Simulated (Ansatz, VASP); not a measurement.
## GaAs: VASP beside Ansatz

The input POSCAR:

```
GaAs
1.0
    0.0000000000      2.7455220541      2.7455220541
    2.7455220541      0.0000000000      2.7455220541
    2.7455220541      2.7455220541      0.0000000000
Ga As
1 1
Direct
    0.0000000000      0.0000000000      0.0000000000
    0.2500000000      0.2500000000      0.2500000000
```

The input INCAR.step1:

```
SYSTEM = GaAs
PREC = Accurate
ENCUT = 520
ISMEAR = 0
SIGMA = 0.02
LREAL = .FALSE.
LASPH = .TRUE.
NELM = 60
NBANDS = 16
GGA = PE
ALGO = Normal
EDIFF = 1E-4
LWAVE = .TRUE.
LCHARG = .FALSE.
```

The input INCAR.step2:

```
SYSTEM = GaAs
PREC = Accurate
ENCUT = 520
EDIFF = 1E-7
ISMEAR = 0
SIGMA = 0.02
LREAL = .FALSE.
LASPH = .TRUE.
NELM = 60
ALGO = Normal
ISIF = 2
LWAVE = .FALSE.
LCHARG = .TRUE.
METAGGA = R2SCAN
LMIXTAU = .TRUE.
LELF = .TRUE.
LVHAR = .TRUE.
NBANDS = 16
ISTART = 1
```

Contents of KPOINTS:

```
regular mesh
0
G
  8 8 8
  0 0 0
```

Input for Ansatz:

```yaml
crystal:
  lattice:
    - [0.0, 2.7455220541, 2.7455220541]
    - [2.7455220541, 0.0, 2.7455220541]
    - [2.7455220541, 2.7455220541, 0.0]
  atoms:
    - { symbol: Ga, position: [0.0, 0.0, 0.0] }
    - { symbol: As, position: [0.25, 0.25, 0.25] }
basis:
  ecutwfc: 500
kpoints:
  mp_grid: { grid: [8, 8, 8] }
hamiltonian:
  xc: r2scan
scf:
  occupations: { method: gaussian, width: 0.02 }
output:
  forces: true
  stress: true
  eigenvalues: true
```

Alike in both runs: task single point; functional r2SCAN; k mesh 8 × 8 × 8; occupations gaussian, width 0.02 eV; no spin polarisation.

|  | VASP | Ansatz |
| --- | --- | --- |
| version | VASP 6.6.1 | Ansatz 0.2.0 |
| potentials or method | VASP PAW PBE potentials, release 64 (Ga_d, As), cutoff 520 eV | scalar-relativistic, plane waves, PAW |
| valence electrons in the cell | 18 | 28 |

Ansatz gave:

| Quantity | Value |
| --- | --- |
| gap on the k mesh at the Fermi level (eV) | 1.59 |
| least direct gap on the mesh (eV) | 1.74 |
| pressure (GPa) | 8.5 |

Problem. What did VASP give for the same quantities?

Solution. gap on the k mesh at the Fermi level (eV): 1.58; least direct gap on the mesh (eV): 1.72; pressure (GPa): 8.6.

VASP's potentials were made for PBE, not for r2SCAN. With one functional, cell and mesh, what is left measures potentials, basis and numerics. VASP's potentials hold 18 valence electrons a cell and Ansatz's 28, so a difference there can come from the potentials and not from the codes.
